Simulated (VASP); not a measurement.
# ZrB2 (P6/mmm) in VASP: a series of runs

Runs on ZrB2. Level: r2SCAN. Tasks: single point.

Everything below comes from runs of VASP 6.6.1. Logs are shortened: lines on timing, memory, paths and dates and some standing lists are left out, and cuts for length are marked.

**1. The cell of the first run**

The structure is hexagonal, space group P6/mmm (No. 191). The conventional cell has a = 3.106 Å, b = 3.106 Å, c = 3.470 Å, α = 90.00°, β = 90.00°, γ = 120.00°. Within 3.3 Å of Zr (site symmetry 6/mmm) lie 12 B at 2.50 Å and 6 Zr at 3.11 Å. B (site symmetry -6m2) has 3 B at 1.79 Å and 6 Zr at 2.50 Å within 2.5 Å.

**2. Single point, r2SCAN (9.67 Å³/atom)**

File POSCAR:

```
ZrB2
1.0
    3.1064799011      0.0000000000      0.0000000000
   -1.5532399506      2.6902905107      0.0000000000
    0.0000000000      0.0000000000      3.4704164230
Zr B
1 2
Direct
    0.0000000000      0.0000000000      0.0000000000
    0.3333333333      0.6666666667      0.5000000000
    0.6666666667      0.3333333333      0.5000000000
```

File INCAR.step1:

```
SYSTEM = ZrB2
  PREC = Accurate
  ENCUT = 520
  ISMEAR = 0
  SIGMA = 0.1
  LREAL = .False.
  LASPH = .True.
  NELM = 80
  NBANDS = 16
  GGA = PE
  ALGO = Normal
  EDIFF = 1E-4
  LWAVE = .True.
  LCHARG = .False.
```

File INCAR.step2:

```
SYSTEM = ZrB2
  PREC = Accurate
  ENCUT = 520
  EDIFF = 1E-6
  ISMEAR = 0
  SIGMA = 0.1
  LREAL = .False.
  LASPH = .True.
  NELM = 80
  ALGO = Normal
  ISIF = 2
  LWAVE = .False.
  LCHARG = .False.
  METAGGA = R2SCAN
  LMIXTAU = .True.
  NBANDS = 16
  ISTART = 1
```

File KPOINTS:

```
regular mesh
0
Gamma
  18 18 12
  0 0 0
```

Potentials or basis: VASP PAW PBE potentials, release 64 (Zr_sv, B).

Launch:

```
$ cat potpaw_PBE.64/Zr_sv/POTCAR potpaw_PBE.64/B/POTCAR > POTCAR
$ cp INCAR.step1 INCAR
$ mpirun -np 1 vasp_std > vasp.out
$ cp INCAR.step2 INCAR
$ mpirun -np 1 vasp_std > vasp.out
```

OUTCAR:

```text
SYSTEM = ZrB2
   PREC = Accurate
   ENCUT = 520
   EDIFF = 1E-6
   ISMEAR = 0
   LREAL = .False.
   LASPH = .True.
   NELM = 80
   ISIF = 2
   METAGGA = R2SCAN
   ISTART = 1

 ion  position               nearest neighbor table
   1  0.000  0.000  0.000-   2 2.50   3 2.50   2 2.50   3 2.50   3 2.50   3 2.50   2 2.50   2 2.50
                             3 2.50   3 2.50   2 2.50   2 2.50
   2  0.333  0.667  0.500-   3 1.79   3 1.79   3 1.79   1 2.50   1 2.50   1 2.50   1 2.50   1 2.50
                             1 2.50
   3  0.667  0.333  0.500-   2 1.79   2 1.79   2 1.79   1 2.50   1 2.50   1 2.50   1 2.50   1 2.50
                             1 2.50

  LATTYP: Found a hexagonal cell.
 ALAT       =     3.1064799011
 C/A-ratio  =     1.1171539921

  Lattice vectors:

 A1 = (   3.1064799011,   0.0000000000,   0.0000000000)
 A2 = (  -1.5532399506,   2.6902905107,   0.0000000000)
 A3 = (   0.0000000000,   0.0000000000,   3.4704164230)

Analysis of symmetry for initial positions (statically):
=====================================================================
 Subroutine PRICEL returns:
 Original cell was already a primitive cell.

 Routine SETGRP: Setting up the symmetry group for a
 hexagonal supercell.

 Subroutine GETGRP returns: Found 24 space group operations
 (whereof 24 operations were pure point group operations)
 out of a pool of 24 trial point group operations.

The static configuration has the point symmetry D_6h.

Analysis of symmetry for dynamics (positions and initial velocities):
=====================================================================
 Subroutine PRICEL returns:
 Original cell was already a primitive cell.

 Routine SETGRP: Setting up the symmetry group for a
 hexagonal supercell.

 Subroutine GETGRP returns: Found 24 space group operations
 (whereof 24 operations were pure point group operations)
 out of a pool of 24 trial point group operations.

The dynamic configuration has the point symmetry D_6h.

 Subroutine INISYM returns: Found 24 space group operations
 (whereof 24 operations are pure point group operations),
 and found     1 'primitive' translations

----------------------------------------------------------------------------------------

                                     Primitive cell

  volume of cell :      29.0034

  direct lattice vectors                    reciprocal lattice vectors
     3.106479901  0.000000000  0.000000000     0.321907764  0.185853534  0.000000000
    -1.553239951  2.690290511  0.000000000     0.000000000  0.371707069  0.000000000
     0.000000000  0.000000000  3.470416423     0.000000000  0.000000000  0.288149858

  length of vectors
     3.106479901  3.106479901  3.470416423     0.371707069  0.371707069  0.288149858

  position of ions in fractional coordinates (direct lattice)
     0.000000000  0.000000000  0.000000000
     0.333333333  0.666666667  0.500000000
     0.666666667  0.333333333  0.500000000

  ion indices of the primitive-cell ions
   primitive index   ion index
                 1           1
                 2           2
                 3           3

----------------------------------------------------------------------------------------

 KPOINTS: regular mesh

Automatic generation of k-mesh.
 Grid dimensions read from file:
 generate k-points for:   18   18   12

 Generating k-lattice:

  Cartesian coordinates                     Fractional coordinates (reciprocal lattice)
     0.017883765  0.010325196  0.000000000     0.055555556 -0.000000000  0.000000000
     0.000000000  0.020650393  0.000000000     0.000000000  0.055555556  0.000000000
     0.000000000  0.000000000  0.024012488     0.000000000  0.000000000  0.083333333

  Length of vectors
     0.020650393  0.020650393  0.024012488

  Shift w.r.t. Gamma in fractional coordinates (k-lattice)
     0.000000000  0.000000000  0.000000000

 Subroutine IBZKPT returns following result:
 ===========================================

 Found    259 irreducible k-points:

 Following reciprocal coordinates:
            Coordinates               Weight
  0.000000  0.000000  0.000000      1.000000
  0.055556  0.000000  0.000000      6.000000
  0.111111  0.000000  0.000000      6.000000
  0.166667  0.000000  0.000000      6.000000
  0.222222 -0.000000  0.000000      6.000000
  0.277778  0.000000  0.000000      6.000000
[... 16 lines left out ...]
  0.333333  0.111111  0.000000     12.000000
  0.388889  0.111111  0.000000     12.000000
 [... further k-points ...]
   k-points           NKPTS =    259   k-points in BZ     NKDIM =    259   number of bands    NBANDS=     16
   number of dos      NEDOS =    301   number of ions     NIONS =      3
   total plane-waves  NPLWV =  16128
   dimension x,y,z NGX =    24 NGY =   24 NGZ =   28
   dimension x,y,z NGXF=    48 NGYF=   48 NGZF=   56
   ions per type =               1   2
   NGX,Y,Z   is equivalent  to a cutoff of  12.84, 12.84, 13.41 a.u.
   NGXF,Y,Z  is equivalent  to a cutoff of  25.69, 25.69, 26.83 a.u.
 SYSTEM =  ZrB2
   PREC   = accura    normal or accurate (medium, high low for compatibility)
   ISTART =      1    job   : 0-new  1-cont  2-samecut
   ICHARG =      0    charge: 1-file 2-atom 10-const
   ISPIN  =      1    spin polarized calculation?
   LNONCOLLINEAR =      F non collinear calculations
   LSORBIT =      F    spin-orbit coupling
   LASPH  =      T    aspherical Exc in radial PAW
   ENCUT  =  520.0 eV  38.22 Ry    6.18 a.u.   5.78  5.78  6.45*2*pi/ulx,y,z
   NELM   =     80;   NELMIN=  2; NELMDL=  0     # of ELM steps
   EDIFF  = 0.1E-05   stopping-criterion for ELM
   LREAL  =      F    real-space projection
   EDIFFG = 0.1E-04   stopping-criterion for IOM
   NSW    =      0    number of steps for IOM
   IBRION =     -1    ionic relax: 0-MD 1-quasi-New 2-CG
   NFREE  =      0    steps in history (QN), initial steepest desc. (CG)
   ISIF   =      2    stress and relaxation
   ISYM   =      2    0-nonsym 1-usesym 2-fastsym
   POTIM  = 0.5000    time-step for ionic-motion
   TEBEG  =    0.0;   TEEND  =   0.0 temperature during run
   PSTRESS=    0.0 pullay stress
   NELECT =      18.0000    total number of electrons
   NUPDOWN=      -1.0000    fix difference up-down
   EMIN   =  10.00;   EMAX   =-10.00  energy-range for DOS
   EFERMI =   0.00;   METHOD = LEGACY
   ISMEAR =     0;   SIGMA  =   0.10  broadening in eV -4-tet -1-fermi 0-gaus
   EFERMI_NEDOS =   21; number of points for ismear=-14 and -15
   IALGO  =     38    algorithm
   IMIX   =      4    mixing-type and parameters
     AMIX     =   0.40;   BMIX     =  1.00
     AMIX_MAG =   1.60;   BMIX_MAG =  1.00
  volume/ion in A,a.u.               =       9.67        65.24
  Fermi-wavevector in a.u.,A,eV,Ry     =   1.396419  2.638850 26.531188  1.949987
  Thomas-Fermi vector in A             =   2.519775
   LORBIT       =      0    0 simple, 1 ext, 2 COOP (PROOUT), +10 PAW based schemes
   METAGGA = R2SCAN    functional components
   LHFCALC =     F    Hartree Fock is set to
   AEXX    =    0.0000 exact exchange contribution
   IVDW    =     0    specifies the selected vdW correction
   LEPSILON=     F    determine dielectric tensor
   LRPA    =     F    only Hartree local field effects (RPA)
 non-spin polarized calculation
 Gauss-broadening in eV      SIGMA  =   0.10
  energy-cutoff  :      520.00
  volume of cell :       29.00
 maximum number of plane-waves:       794
 NGX is ok and might be reduce to    24
   NGX = 11   NGY = 11   NGZ = 13

 number of electron      18.0000000 magnetization

 Free energy of the ion-electron system (eV)
  ---------------------------------------------------
  ext. energy  EPLUGINS =         0.00000000
  ---------------------------------------------------
  free energy    TOTEN  =       -40.54310365 eV

  energy without entropy =      -40.54203481  energy(sigma->0) =      -40.54256923

 E-fermi :  11.3624     XC(G=0): -13.6856

 val. band max:       11.2777476247   @ k =   0.1111   0.0000   0.4167
 cond. band min:      11.3887464404   @ k =   0.3889   0.2222   0.0000
 fundamental gap:      0.1109988157
 Fermi energy:        11.3624147045

 k-point     1 :       0.0000    0.0000    0.0000
  band No.  band energies     occupation
      1     -38.9125      2.00000
      2     -16.4463      2.00000
      3     -15.7683      2.00000
      4     -15.7683      2.00000
      5      -2.6235      2.00000
      6       8.4078      2.00000
[... 8 lines left out ...]
     15      16.8977      0.00000
     16      16.8977      0.00000

 k-point     2 :       0.0556    0.0000    0.0000
  band No.  band energies     occupation
      1     -38.9078      2.00000
      2     -16.4394      2.00000
      3     -15.8081      2.00000
      4     -15.7767      2.00000
      5      -2.5532      2.00000
      6       8.1980      2.00000
[... 8 lines left out ...]
     15      17.3333      0.00000
     16      17.4796      0.00000

 k-point     3 :       0.1111    0.0000    0.0000
  band No.  band energies     occupation
      1     -38.8940      2.00000
      2     -16.4194      2.00000
      3     -15.9213      2.00000
      4     -15.8006      2.00000
      5      -2.3469      2.00000
      6       7.6444      2.00000
[... 8 lines left out ...]
     15      17.8765      0.00000
     16      18.5057      0.00000

 k-point     4 :       0.1667    0.0000    0.0000
  band No.  band energies     occupation
      1     -38.8728      2.00000
      2     -16.3887      2.00000
      3     -16.0906      2.00000
      4     -15.8370      2.00000
      5      -2.0165      2.00000
      6       6.8915      2.00000
[... 8 lines left out ...]
     15      18.8526      0.00000
     16      18.9864      0.00000
[... 324 lines left out ...]
 k-point    22 :       0.2778    0.1111    0.0000
  band No.  band energies     occupation
      1     -38.7852      2.00000
      2     -16.6832      2.00000
      3     -16.2612      2.00000
      4     -16.0465      2.00000
      5      -0.2643      2.00000
      6       4.3673      2.00000
[... 8 lines left out ...]
     15      20.1681      0.00000
     16      22.1107      0.00000

 k-point    23 :       0.3333    0.1111    0.0000
  band No.  band energies     occupation
      1     -38.7648      2.00000
      2     -16.8135      2.00000
      3     -16.2315      2.00000
      4     -16.0927      2.00000
      5       0.4043      2.00000
      6       3.5545      2.00000
[... 8 lines left out ...]
     15      21.1622      0.00000
     16      21.7589      0.00000

 k-point    24 :       0.3889    0.1111    0.0000
  band No.  band energies     occupation
      1     -38.7515      2.00000
      2     -16.8972      2.00000
      3     -16.2119      2.00000
      4     -16.1227      2.00000
      5       1.1193      2.00000
      6       2.7498      2.00000
[... 8 lines left out ...]
     15      21.1084      0.00000
     16      21.9725      0.00000

 [... further k-points ...]
[... 5 lines left out ...]
  --------------------------------------------------------------------------------------
  -------------------------------------------------------------------------------------
  Total        3.0841898      3.0841898      3.0857810     -0.0000000     -0.0000000      0.0000000
  in kB      170.3736221    170.3736221    170.4615245     -0.0000000     -0.0000000      0.0000000
  external PRESSURE =     170.4029229 kB  Pullay stress =       0.0000000 kB

 VOLUME and BASIS-vectors are now :
 -----------------------------------------------------------------------------
  energy-cutoff  :      520.00
  volume of cell :       29.00
      direct lattice vectors                 reciprocal lattice vectors
     3.106479901  0.000000000  0.000000000     0.321907764  0.185853534  0.000000000
    -1.553239951  2.690290511  0.000000000     0.000000000  0.371707069  0.000000000
     0.000000000  0.000000000  3.470416423     0.000000000  0.000000000  0.288149858

 POSITION                                       TOTAL-FORCE (eV/Angst)
 -----------------------------------------------------------------------------------
      0.00000      0.00000      0.00000        -0.000000      0.000000      0.000000
     -0.00000      1.79353      1.73521        -0.000000      0.000000      0.000000
      1.55324      0.89676      1.73521         0.000000     -0.000000      0.000000
 -----------------------------------------------------------------------------------
    total drift:                               -0.000000      0.000000     -0.000000

  FREE ENERGIE OF THE ION-ELECTRON SYSTEM (eV)
  ---------------------------------------------------
  free  energy   TOTEN  =       -40.5431036470 eV

  energy  without entropy=      -40.5420348118  energy(sigma->0) =      -40.54256923
```

It took 4.6 min on 1 thread of Intel Xeon 6975P-C (Granite Rapids), shared host; peak memory 0.23 GiB.

Results:

```yaml
Free_energy: -40.5431 eV
Pressure: 17.0 GPa
Band_gap_on_the_k_mesh: zero (bands 9 and 10 overlap by 1.49 eV)
```

Caveat: the cell stands under pressure; the PAW data sets were made with another functional, which shifts forces and pressure a little.

**3. Single point, r2SCAN (9.98 Å³/atom)**

This run uses another cell than the first one, of 9.98 Å³/atom.

File POSCAR:

```
ZrB2
1.0
    3.1373847768      0.0000000000      0.0000000000
   -1.5686923884      2.7170549182      0.0000000000
    0.0000000000      0.0000000000      3.5109690157
Zr B
1 2
Direct
    0.0000000000      0.0000000000      0.0000000000
    0.3333333333      0.6666666667      0.5000000000
    0.6666666667      0.3333333333      0.5000000000
```

File INCAR.step1:

```
SYSTEM = ZrB2
PREC = Accurate
ENCUT = 520
ISMEAR = 0
SIGMA = 0.1
LREAL = .FALSE.
LASPH = .TRUE.
NELM = 100
NBANDS = 16
GGA = PE
ALGO = Normal
EDIFF = 1E-4
LWAVE = .TRUE.
LCHARG = .FALSE.
```

File INCAR.step2:

```
SYSTEM = ZrB2
PREC = Accurate
ENCUT = 520
EDIFF = 1E-6
ISMEAR = 0
SIGMA = 0.1
LREAL = .FALSE.
LASPH = .TRUE.
NELM = 100
ALGO = Normal
ISIF = 2
LWAVE = .FALSE.
LCHARG = .FALSE.
METAGGA = R2SCAN
LMIXTAU = .TRUE.
NBANDS = 16
ISTART = 1
```

File KPOINTS:

```
Automatic mesh
0
G
  18 18 12
  0 0 0
```

Potentials or basis: VASP PAW PBE potentials, release 64 (Zr_sv, B).

Launch:

```
$ cat potpaw_PBE.64/Zr_sv/POTCAR potpaw_PBE.64/B/POTCAR > POTCAR
$ cp INCAR.step1 INCAR
$ mpirun -np 1 vasp_std > vasp.out
$ cp INCAR.step2 INCAR
$ mpirun -np 1 vasp_std > vasp.out
```

Wall time 4.9 min (1 thread of Intel Xeon 6975P-C (Granite Rapids), shared host); peak memory 0.24 GiB.

It converged, with:

```
Free energy            : -40.6150 eV
Pressure               : 7.9 GPa
Band gap on the k mesh : zero (bands 9 and 10 overlap by 1.47 eV)
```

Levels at points of the mesh, in eV from the Fermi level:
```tsv
k point	band 6	band 7	band 8	band 9	band 10	band 11	band 12	band 13
(0.00, 0.00, 0.00)	-2.88	-2.88	-2.81	-2.69	3.68	3.68	4.48	4.48
(0.50, 0.00, 0.00)	-9.31	-4.33	-3.39	-2.93	2.26	2.46	5.29	5.38
(0.00, 0.00, 0.50)	-7.56	-1.11	-1.11	0.34	0.34	0.81	0.81	1.92
(0.50, 0.00, 0.50)	-7.66	-5.04	-4.54	-2.26	4.01	4.30	5.68	6.65
```

Caveat: the cell stands under pressure; the PAW data sets were made with another functional, which shifts forces and pressure a little.

**4. Single point, r2SCAN**

This run uses another cell than the first one, of 10.28 Å³/atom.

File POSCAR:

```
ZrB2
1.0
    3.1674277261      0.0000000000      0.0000000000
   -1.5837138631      2.7430728755      0.0000000000
    0.0000000000      0.0000000000      3.5512185814
Zr B
1 2
Direct
    0.0000000000      0.0000000000      0.0000000000
    0.3333333333      0.6666666667      0.5000000000
    0.6666666667      0.3333333333      0.5000000000
```

File INCAR.step1:

```
SYSTEM = ZrB2
PREC = Accurate
ENCUT = 520
ISMEAR = 0
SIGMA = 0.1
LREAL = .False.
LASPH = .True.
NELM = 60
NBANDS = 16
GGA = PE
ALGO = Normal
EDIFF = 1E-4
LWAVE = .True.
LCHARG = .False.
```

File INCAR.step2:

```
SYSTEM = ZrB2
PREC = Accurate
ENCUT = 520
EDIFF = 1E-6
ISMEAR = 0
SIGMA = 0.1
LREAL = .False.
LASPH = .True.
NELM = 60
ALGO = Normal
ISIF = 2
LWAVE = .False.
LCHARG = .True.
METAGGA = R2SCAN
LMIXTAU = .True.
LELF = .True.
LVHAR = .True.
NBANDS = 16
ISTART = 1
```

File KPOINTS:

```
regular mesh
0
Gamma
  18 18 12
  0 0 0
```

Launch:

```
$ cat potpaw_PBE.64/Zr_sv/POTCAR potpaw_PBE.64/B/POTCAR > POTCAR
$ cp INCAR.step1 INCAR
$ mpirun -np 1 vasp_std > vasp.out
$ cp INCAR.step2 INCAR
$ mpirun -np 1 vasp_std > vasp.out
```

Run time: 5 min. Hardware: 1 thread of Intel Xeon 6975P-C (Granite Rapids), shared host; peak memory 0.25 GiB.

Results (log left out):

| Quantity | Value |
| --- | --- |
| Free energy | -40.6381 eV |
| Pressure | 0.1 GPa |
| Band gap on the k mesh | zero (bands 9 and 10 overlap by 1.45 eV) |

Levels at points of the mesh, in eV from the Fermi level:
```csv
k point,band 5,band 6,band 7,band 8,band 9,band 10,band 11,band 12,band 13,band 14
"(0.00, 0.00, 0.00)",-13.70,-2.80,-2.80,-2.75,-2.73,3.54,3.54,4.30,4.30,4.93
"(0.50, 0.00, 0.00)",-9.60,-9.30,-4.23,-3.35,-2.84,2.20,2.37,5.10,5.16,6.63
"(0.00, 0.00, 0.50)",-11.66,-7.48,-1.09,-1.09,0.35,0.35,0.79,0.79,1.82,5.26
"(0.50, 0.00, 0.50)",-10.71,-7.63,-4.92,-4.44,-2.34,3.83,4.15,5.46,6.33,6.68
```

Caveat: the PAW data sets were made with another functional, which shifts forces and pressure a little.

**5. Overview**

```tsv
cell	gap on the mesh (eV)	pressure (GPa)
a = 3.106, b = 3.106, c = 3.470 Å, angles 90.0, 90.0, 120.0°, 3 atoms	none	17.0
a = 3.137, b = 3.137, c = 3.511 Å, angles 90.0, 90.0, 120.0°, 3 atoms	none	7.9
a = 3.167, b = 3.167, c = 3.551 Å, angles 90.0, 90.0, 120.0°, 3 atoms	none	0.1
```

Alike in all rows: task single point; level r2SCAN; potentials or basis VASP PAW PBE potentials, release 64 (Zr_sv, B); no spin polarisation; k mesh 18 × 18 × 12; cutoff (eV) 520; smearing gaussian 0.1 eV.

Caveats: the PAW data sets were made with another functional, which shifts forces and pressure a little; the cell stands under pressure (at least some runs).

Total energies depend on the potentials used, so only differences within one code and one set of settings carry meaning.

The gap in the log of VASP goes by the Fermi energy; the results here count the filled bands.